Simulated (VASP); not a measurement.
Write the native input for VASP 6.6.1 that does the following.

```yaml
Task: single point
Functional: PBE
Potentials_or_basis: VASP PAW PBE potentials, release 64 (Al, N)
Cutoff: 520 eV
k_mesh: 17 × 17 × 17
Occupations: fermi-dirac, width 0.08 eV
Spin: no spin polarisation
Dipole_correction: no
Further_INCAR_settings: ALGO = Normal; EDIFF = 1e-06; NBANDS = 11
```

The structure of AlN (zincblende type) lies in POSCAR:

```
AlN
1.0
    0.0000000000      2.1565700208      2.1565700208
    2.1565700208      0.0000000000      2.1565700208
    2.1565700208      2.1565700208      0.0000000000
Al N
1 1
Direct
    0.0000000000      0.0000000000      0.0000000000
    0.2500000000      0.2500000000      0.2500000000
```

This cell differs from its parent crystal: volume scaled by 0.94.

These files were run (other wordings do the same):

INCAR

```
SYSTEM = AlN
PREC     = Accurate       ! precision mode
ENCUT    = 520            ! plane-wave cutoff, eV
EDIFF    = 1E-6           ! SCF threshold, eV
ISMEAR   = -1             ! smearing method
SIGMA    = 0.08           ! smearing width, eV
LREAL    = .False.        ! projectors in reciprocal space
LASPH    = .True.         ! aspherical terms in the spheres
NELM     = 80             ! most SCF steps
ALGO     = Normal         ! electronic algorithm
ISIF     = 2              ! what is computed and relaxed
LWAVE    = .False.        ! write WAVECAR
LCHARG   = .False.        ! write CHGCAR
GGA      = PE             ! functional
NBANDS   = 11             ! bands
```

KPOINTS

```
Automatic mesh
0
Gamma
  17 17 17
  0 0 0
```

Potentials or basis: VASP PAW PBE potentials, release 64 (Al, N).

Launch:

```bash
$ cat potpaw_PBE.64/Al/POTCAR potpaw_PBE.64/N/POTCAR > POTCAR
$ mpirun -np 1 vasp_std > vasp.out
```

It gave:

```json
{"Pressure": "13.2 GPa", "Band gap on the k mesh": "3.39 eV, indirect (least direct gap 4.54 eV)"}
```

It took 14 s on 1 thread of Intel(R) Xeon(R) Platinum 8488C (Sapphire Rapids), with other jobs on the host, peak memory 0.16 GiB.
